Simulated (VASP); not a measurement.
# AlGaN2 (P-4m2) in VASP: further runs

Runs on AlGaN2. Level: LDA. Tasks: single point.

Everything below comes from runs of VASP 6.6.1. Logs are shortened: lines on timing, memory, paths and dates and some standing lists are left out, and cuts for length are marked.

### 1 The cell of the first run

The structure is tetragonal, space group P-4m2 (No. 115). The conventional cell has a = 3.141 Å, b = 3.141 Å, c = 4.424 Å, α = 90.00°, β = 90.00°, γ = 90.00°. Al (site symmetry -4m2) has 4 N at 1.84 Å within 2.4 Å. Within 2.7 Å of Ga (site symmetry -4m2) lie 4 N at 2.01 Å. Within 2.4 Å of N (site symmetry 2mm) lie 2 Al at 1.84 Å and 2 Ga at 2.01 Å.

### 2 Single point, LDA (mode 12 (682.2 1/cm) frozen in, largest displacement -0.090 Å)

INCAR reads:

```
ALGO     = Normal         # electronic algorithm
EDIFF    = 1E-7           # SCF threshold, eV
ENCUT    = 520            # plane-wave cutoff, eV
GGA      = CA             # functional
ISIF     = 2              # what is computed and relaxed
ISMEAR   = 0              # smearing method
LASPH    = T              # aspherical terms in the spheres
LCHARG   = T              # write CHGCAR
LELF     = T              # ELF
LREAL    = F              # projectors in reciprocal space
LVHAR    = T            
LWAVE    = F              # write WAVECAR
NBANDS   = 21             # bands
NELM     = 80             # most SCF steps
PREC     = Accurate       # precision mode
SIGMA    = 0.05           # smearing width, eV
```

KPOINTS reads:

```
k-points
0
Gamma
  8 8 6
```

POSCAR reads:

```
AlGaN2
1.0
    3.1408770487      0.0000000000      0.0000000000
    0.0000000000      3.1408770487      0.0000000000
    0.0000000000      0.0000000000      4.4238379400
Al Ga N
1 1 2
Direct
    0.5000000000      0.5000000000      0.5000000000
    0.0000000000      0.0000000000      0.0000000000
    0.5000000000      0.0000000000      0.7179204843
    0.0000000000      0.5000000000      0.2820795157
```

Potentials or basis: VASP PAW LDA potentials, release 64 (Al, Ga_d, N).

On the command line:

```console
$ cat potpaw_LDA.64/Al/POTCAR potpaw_LDA.64/Ga_d/POTCAR potpaw_LDA.64/N/POTCAR > POTCAR
$ mpirun -np 1 vasp_std > vasp.out
```

OUTCAR:

```text
EDIFF = 1E-7
   ENCUT = 520
   GGA = CA
   ISIF = 2
   ISMEAR = 0
   LASPH = T
   LREAL = F
   NELM = 80
   PREC = Accurate

 ion  position               nearest neighbor table
   1  0.500  0.500  0.500-   3 1.84   4 1.84   3 1.84   4 1.84   2 3.13   2 3.13   2 3.13   2 3.13
                             2 3.13   2 3.13   2 3.13   2 3.13
   2  0.000  0.000  0.000-   3 2.01   4 2.01   4 2.01   3 2.01   1 3.13   1 3.13   1 3.13   1 3.13
                             1 3.13   1 3.13   1 3.13   1 3.13
   3  0.500  0.000  0.718-   1 1.84   1 1.84   2 2.01   2 2.01
   4  0.000  0.500  0.282-   1 1.84   1 1.84   2 2.01   2 2.01

  LATTYP: Found a simple tetragonal cell.
 ALAT       =     3.1408770487
 C/A-ratio  =     1.4084721788

  Lattice vectors:

 A1 = (   3.1408770487,   0.0000000000,   0.0000000000)
 A2 = (   0.0000000000,   3.1408770487,   0.0000000000)
 A3 = (   0.0000000000,   0.0000000000,   4.4238379400)

Analysis of symmetry for initial positions (statically):
=====================================================================
 Subroutine PRICEL returns:
 Original cell was already a primitive cell.

 Routine SETGRP: Setting up the symmetry group for a
 simple tetragonal supercell.

 Subroutine GETGRP returns: Found  8 space group operations
 (whereof  8 operations were pure point group operations)
 out of a pool of 16 trial point group operations.

The static configuration has the point symmetry D_2d.

Analysis of symmetry for dynamics (positions and initial velocities):
=====================================================================
 Subroutine PRICEL returns:
 Original cell was already a primitive cell.

 Routine SETGRP: Setting up the symmetry group for a
 simple tetragonal supercell.

 Subroutine GETGRP returns: Found  8 space group operations
 (whereof  8 operations were pure point group operations)
 out of a pool of 16 trial point group operations.

The dynamic configuration has the point symmetry D_2d.

 Subroutine INISYM returns: Found  8 space group operations
 (whereof  8 operations are pure point group operations),
 and found     1 'primitive' translations

----------------------------------------------------------------------------------------

                                     Primitive cell

  volume of cell :      43.6416

  direct lattice vectors                    reciprocal lattice vectors
     3.140877049  0.000000000  0.000000000     0.318382409  0.000000000  0.000000000
     0.000000000  3.140877049  0.000000000     0.000000000  0.318382409  0.000000000
     0.000000000  0.000000000  4.423837940     0.000000000  0.000000000  0.226048064

  length of vectors
     3.140877049  3.140877049  4.423837940     0.318382409  0.318382409  0.226048064

  position of ions in fractional coordinates (direct lattice)
     0.500000000  0.500000000  0.500000000
     0.000000000  0.000000000  0.000000000
     0.500000000  0.000000000  0.717920484
     0.000000000  0.500000000  0.282079516

  ion indices of the primitive-cell ions
   primitive index   ion index
                 1           1
                 2           2
                 3           3
                 4           4

----------------------------------------------------------------------------------------

 KPOINTS: k-points

Automatic generation of k-mesh.
 Grid dimensions read from file:
 generate k-points for:    8    8    6

 Generating k-lattice:

  Cartesian coordinates                     Fractional coordinates (reciprocal lattice)
     0.039797801  0.000000000  0.000000000     0.125000000  0.000000000  0.000000000
     0.000000000  0.039797801  0.000000000     0.000000000  0.125000000  0.000000000
     0.000000000  0.000000000  0.037674677     0.000000000  0.000000000  0.166666667

  Length of vectors
     0.039797801  0.039797801  0.037674677

  Shift w.r.t. Gamma in fractional coordinates (k-lattice)
     0.000000000  0.000000000  0.000000000

 Subroutine IBZKPT returns following result:
 ===========================================

 Found     60 irreducible k-points:

 Following reciprocal coordinates:
            Coordinates               Weight
  0.000000  0.000000  0.000000      1.000000
  0.125000  0.000000  0.000000      4.000000
  0.250000  0.000000  0.000000      4.000000
  0.375000  0.000000  0.000000      4.000000
  0.500000  0.000000  0.000000      2.000000
  0.125000  0.125000  0.000000      4.000000
[... 16 lines left out ...]
  0.375000  0.125000  0.166667     16.000000
  0.500000  0.125000  0.166667      8.000000
 [... further k-points ...]
   k-points           NKPTS =     60   k-points in BZ     NKDIM =     60   number of bands    NBANDS=     21
   number of dos      NEDOS =    301   number of ions     NIONS =      4
   total plane-waves  NPLWV =  20736
   dimension x,y,z NGX =    24 NGY =   24 NGZ =   36
   dimension x,y,z NGXF=    48 NGYF=   48 NGZF=   72
   ions per type =               1   1   2
   NGX,Y,Z   is equivalent  to a cutoff of  12.70, 12.70, 13.53 a.u.
   NGXF,Y,Z  is equivalent  to a cutoff of  25.41, 25.41, 27.06 a.u.
 SYSTEM =  unknown system
   PREC   = accura    normal or accurate (medium, high low for compatibility)
   ISTART =      0    job   : 0-new  1-cont  2-samecut
   ICHARG =      2    charge: 1-file 2-atom 10-const
   ISPIN  =      1    spin polarized calculation?
   LNONCOLLINEAR =      F non collinear calculations
   LSORBIT =      F    spin-orbit coupling
   LASPH  =      T    aspherical Exc in radial PAW
   ENCUT  =  520.0 eV  38.22 Ry    6.18 a.u.   5.84  5.84  8.23*2*pi/ulx,y,z
   NELM   =     80;   NELMIN=  2; NELMDL= -5     # of ELM steps
   EDIFF  = 0.1E-06   stopping-criterion for ELM
   LREAL  =      F    real-space projection
   EDIFFG = 0.1E-05   stopping-criterion for IOM
   NSW    =      0    number of steps for IOM
   IBRION =     -1    ionic relax: 0-MD 1-quasi-New 2-CG
   NFREE  =      0    steps in history (QN), initial steepest desc. (CG)
   ISIF   =      2    stress and relaxation
   ISYM   =      2    0-nonsym 1-usesym 2-fastsym
   POTIM  = 0.5000    time-step for ionic-motion
   TEBEG  =    0.0;   TEEND  =   0.0 temperature during run
   PSTRESS=    0.0 pullay stress
   NELECT =      26.0000    total number of electrons
   NUPDOWN=      -1.0000    fix difference up-down
   EMIN   =  10.00;   EMAX   =-10.00  energy-range for DOS
   EFERMI =   0.00;   METHOD = LEGACY
   ISMEAR =     0;   SIGMA  =   0.05  broadening in eV -4-tet -1-fermi 0-gaus
   EFERMI_NEDOS =   21; number of points for ismear=-14 and -15
   IALGO  =     38    algorithm
   IMIX   =      4    mixing-type and parameters
     AMIX     =   0.40;   BMIX     =  1.00
     AMIX_MAG =   1.60;   BMIX_MAG =  1.00
  volume/ion in A,a.u.               =      10.91        73.63
  Fermi-wavevector in a.u.,A,eV,Ry     =   1.377523  2.603141 25.818009  1.897570
  Thomas-Fermi vector in A             =   2.502669
   LORBIT       =      0    0 simple, 1 ext, 2 COOP (PROOUT), +10 PAW based schemes
   GGA     = CA    functional components
   LHFCALC =     F    Hartree Fock is set to
   AEXX    =    0.0000 exact exchange contribution
   IVDW    =     0    specifies the selected vdW correction
   LEPSILON=     F    determine dielectric tensor
   LRPA    =     F    only Hartree local field effects (RPA)
 non-spin polarized calculation
 Gauss-broadening in eV      SIGMA  =   0.05
  energy-cutoff  :      520.00
  volume of cell :       43.64
 maximum number of plane-waves:      1208
 NGX is ok and might be reduce to    24
   NGX = 11   NGY = 11   NGZ = 17

 number of electron      25.9999984 magnetization

 Free energy of the ion-electron system (eV)
  ---------------------------------------------------
  ext. energy  EPLUGINS =         0.00000000
  ---------------------------------------------------
  free energy    TOTEN  =       -30.07928980 eV

  energy without entropy =      -30.07928980  energy(sigma->0) =      -30.07928980

 E-fermi :   5.6047     XC(G=0): -11.7284

 val. band max:        5.3774349801   @ k =   0.0000   0.0000   0.0000
 cond. band min:       8.0524193286   @ k =   0.0000   0.0000   0.0000
 fundamental gap:      2.6749843484
 Fermi energy:         5.6046555939

 k-point     1 :       0.0000    0.0000    0.0000
  band No.  band energies     occupation
      1      -9.9658      2.00000
      2      -8.6190      2.00000
      3      -7.8696      2.00000
      4      -7.8696      2.00000
      5      -7.8378      2.00000
      6      -7.7416      2.00000
[... 13 lines left out ...]
     20      18.0328      0.00000
     21      20.4775      0.00000

 k-point     2 :       0.1250    0.0000    0.0000
  band No.  band energies     occupation
      1      -9.8299      2.00000
      2      -8.6180      2.00000
      3      -7.8881      2.00000
      4      -7.8674      2.00000
      5      -7.8098      2.00000
      6      -7.7516      2.00000
[... 13 lines left out ...]
     20      17.9496      0.00000
     21      19.9270      0.00000

 k-point     3 :       0.2500    0.0000    0.0000
  band No.  band energies     occupation
      1      -9.4701      2.00000
      2      -8.6269      2.00000
      3      -7.8913      2.00000
      4      -7.8620      2.00000
      5      -7.7756      2.00000
      6      -7.7249      2.00000
[... 13 lines left out ...]
     20      17.7327      0.00000
     21      18.7444      0.00000
[... 457 lines left out ...]
 k-point    23 :       0.3750    0.1250    0.1667
  band No.  band energies     occupation
      1      -8.9767      2.00000
      2      -8.6292      2.00000
      3      -7.8778      2.00000
      4      -7.8200      2.00000
      5      -7.8103      2.00000
      6      -7.3817      2.00000
[... 13 lines left out ...]
     20      17.6881      0.00000
     21      17.9624      0.00000

 k-point    24 :       0.5000    0.1250    0.1667
  band No.  band energies     occupation
      1      -8.8478      2.00000
      2      -8.6443      2.00000
      3      -7.8710      2.00000
      4      -7.8281      2.00000
      5      -7.8007      2.00000
      6      -7.0176      2.00000
[... 13 lines left out ...]
     20      17.7290      0.00000
     21      17.8164      0.00000

 [... further k-points ...]
[... 5 lines left out ...]
  --------------------------------------------------------------------------------------
  -------------------------------------------------------------------------------------
  Total       -0.3699837     -0.3699837     -1.5509711      0.0000000      0.0000000      0.0000000
  in kB      -13.5828867    -13.5828867    -56.9394415      0.0000000      0.0000000      0.0000000
  external PRESSURE =     -28.0350717 kB  Pullay stress =       0.0000000 kB

 VOLUME and BASIS-vectors are now :
 -----------------------------------------------------------------------------
  energy-cutoff  :      520.00
  volume of cell :       43.64
      direct lattice vectors                 reciprocal lattice vectors
     3.140877049  0.000000000  0.000000000     0.318382409  0.000000000  0.000000000
     0.000000000  3.140877049  0.000000000     0.000000000  0.318382409  0.000000000
     0.000000000  0.000000000  4.423837940     0.000000000  0.000000000  0.226048064

 POSITION                                       TOTAL-FORCE (eV/Angst)
 -----------------------------------------------------------------------------------
      1.57044      1.57044      2.21192        -0.000000     -0.000000      0.000000
      0.00000      0.00000      0.00000        -0.000000      0.000000      0.000000
      1.57044      0.00000      3.17596         0.000000      0.000000      2.301915
      0.00000      1.57044      1.24787        -0.000000      0.000000     -2.301915
 -----------------------------------------------------------------------------------
    total drift:                                0.000000      0.000000      0.000000

  FREE ENERGIE OF THE ION-ELECTRON SYSTEM (eV)
  ---------------------------------------------------
  free  energy   TOTEN  =       -30.0792897967 eV

  energy  without entropy=      -30.0792897967  energy(sigma->0) =      -30.07928980
```

It took 15 s on 1 thread of Intel Xeon 6975P-C (Granite Rapids), shared host; peak memory 0.17 GiB.

Results:

| Quantity | Value |
| --- | --- |
| Free energy | -30.0793 eV |
| Pressure | -2.8 GPa |
| Largest force | 2.302 eV/Å |
| Band gap on the k mesh | 2.67 eV, direct |

Forces on the atoms (eV/Å):
```
Al   0.000  0.000  0.000
Ga   0.000  0.000  0.000
N    0.000  0.000  2.302
N    0.000  0.000 -2.302
```

Caveat: the cell differs from its parent crystal (mode 12 (682.2 1/cm) frozen in, largest displacement -0.090 Å); forces of over 1 eV/Å act on the atoms, so gaps and moduli don't describe the material at rest. A k mesh can miss the band edges.

### 3 Single point, LDA (mode 12 (682.2 1/cm) frozen in, largest displacement +0.060 Å)

INCAR reads:

```
PREC = Accurate ; ENCUT = 520
EDIFF = 1E-7 ; ISMEAR = 0
SIGMA = 0.05 ; LREAL = F
LASPH = T ; NELM = 60
ALGO = Normal ; ISIF = 2
LWAVE = F ; LCHARG = F
GGA = CA ; NBANDS = 21
```

KPOINTS reads:

```
regular mesh
0
Gamma
  8 8 6
```

Edit POSCAR of step 2 so:

```diff
@@ -10,3 +10,3 @@
     0.0000000000      0.0000000000      0.0000000000
-    0.5000000000      0.0000000000      0.7179204843
-    0.0000000000      0.5000000000      0.2820795157
+    0.5000000000      0.0000000000      0.7518276938
+    0.0000000000      0.5000000000      0.2481723062
```

Potentials or basis: VASP PAW LDA potentials, release 64 (Al, Ga_d, N).

On the command line:

```console
$ cat potpaw_LDA.64/Al/POTCAR potpaw_LDA.64/Ga_d/POTCAR potpaw_LDA.64/N/POTCAR > POTCAR
$ mpirun -np 1 vasp_std > vasp.out
```

Wall time 14 s (1 thread of Intel Xeon 6975P-C (Granite Rapids), shared host); peak memory 0.17 GiB.

It converged, with:

```yaml
Free_energy: -30.2359 eV
Pressure: -3.7 GPa
Largest_force: 1.292 eV/Å
Band_gap_on_the_k_mesh: 2.89 eV, direct
```

Forces on the atoms (eV/Å):
```
Al   0.000  0.000  0.000
Ga   0.000  0.000  0.000
N    0.000  0.000 -1.292
N    0.000  0.000  1.292
```

Stress tensor (GPa, compression positive):
```
-3.71  0.00  0.00
 0.00 -3.71  0.00
 0.00  0.00 -3.58
```

Levels at points of the mesh, in eV from the valence-band top:
```
           k point  band 10  band 11  band 12  band 13  band 14  band 15  band 16  band 17
(0.00, 0.00, 0.00)    -2.37    -0.06     0.00     0.00     2.89     3.27     7.40    11.12
(0.50, 0.00, 0.00)    -3.03    -2.81    -0.87    -0.82     7.22     7.25     7.70     8.23
(0.50, 0.50, 0.00)    -2.42    -2.35    -2.35    -2.23     3.23     3.23     6.54     8.42
(0.00, 0.00, 0.50)    -1.64    -1.64    -0.96    -0.96     5.19     5.22     8.01     8.99
(0.50, 0.00, 0.50)    -0.88    -0.85    -0.70    -0.61     5.23     6.50     8.95     9.23
(0.50, 0.50, 0.50)    -3.96    -3.34    -3.30    -3.30     6.03     6.03     9.33    10.71
```

Caveat: the cell differs from its parent crystal (mode 12 (682.2 1/cm) frozen in, largest displacement +0.060 Å); forces of over 1 eV/Å act on the atoms, so gaps and moduli don't describe the material at rest.

[end of part 1 of 2]
